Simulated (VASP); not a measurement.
Hf2Si2Os: single point with r2SCAN

Hf2Si2Os:

```xyz
10
Lattice="6.4851 0.0000 0.0000 0.0000 6.4851 0.0000 0.0000 0.0000 4.0511" Properties=species:S:1:pos:R:3 pbc="T T T"
Os    0.0000    0.0000    0.0000
Os    3.2425    3.2425    0.0000
Si    2.4384    5.6809    0.0000
Si    0.8041    2.4384    0.0000
Si    4.0467    0.8041    0.0000
Si    5.6809    4.0467    0.0000
Hf    1.1471    4.3897    2.0256
Hf    2.0954    1.1471    2.0256
Hf    5.3379    2.0954    2.0256
Hf    4.3897    5.3379    2.0256
```

```
Program                : VASP 6.6.1
Task                   : single point
Functional             : r2SCAN
Potentials or basis    : VASP PAW PBE potentials, release 64 (Os, Si, Hf_pv)
Cutoff                 : 520 eV
k mesh                 : 5 × 5 × 8
Occupations            : fermi-dirac, width 0.023 eV
Spin                   : no spin polarisation
Dipole correction      : no
Further INCAR settings : ALGO = Normal; EDIFF = 1e-06; NBANDS = 47
```

| Quantity | Value |
| --- | --- |
| Pressure | -10.9 GPa |
| Largest force | 1.891 eV/Å |
| Band gap on the k mesh | zero (bands 36 and 37 overlap by 0.50 eV) |

Forces on the atoms (eV/Å):
```
Os   0.000  0.000  0.000
Os   0.000  0.000  0.000
Si  -1.337 -1.337  0.000
Si   1.337 -1.337  0.000
Si   1.337  1.337  0.000
Si  -1.337  1.337  0.000
Hf   0.064  0.064  0.000
Hf  -0.064  0.064  0.000
Hf  -0.064 -0.064  0.000
Hf   0.064 -0.064  0.000
```

Stress tensor (GPa, compression positive):
```
-13.79   0.00   0.00
  0.00 -13.79   0.00
  0.00   0.00  -5.25
```

Levels at points of the mesh, in eV from the Fermi level:
| k point | band 34 | band 35 | band 36 | band 37 | band 38 | band 39 |
| --- | --- | --- | --- | --- | --- | --- |
| (0.00, 0.00, 0.00) | -0.81 | -0.81 | -0.48 | 0.71 | 0.81 | 1.27 |
| (0.00, 0.00, 0.50) | -0.71 | -0.53 | -0.44 | 0.31 | 0.58 | 0.91 |

Run time: 14 min on 1 thread of Intel(R) Xeon(R) Platinum 8259CL CPU @ 2.50GHz (Skylake/Cascade Lake) (shared host), peak memory 0.42 GiB.

Caveat: the stress differs along the axes, from -14 to -5 GPa; the PAW data sets were made with another functional, which shifts forces and pressure a little; spin-orbit coupling is left out, which moves the levels of the heavy elements.
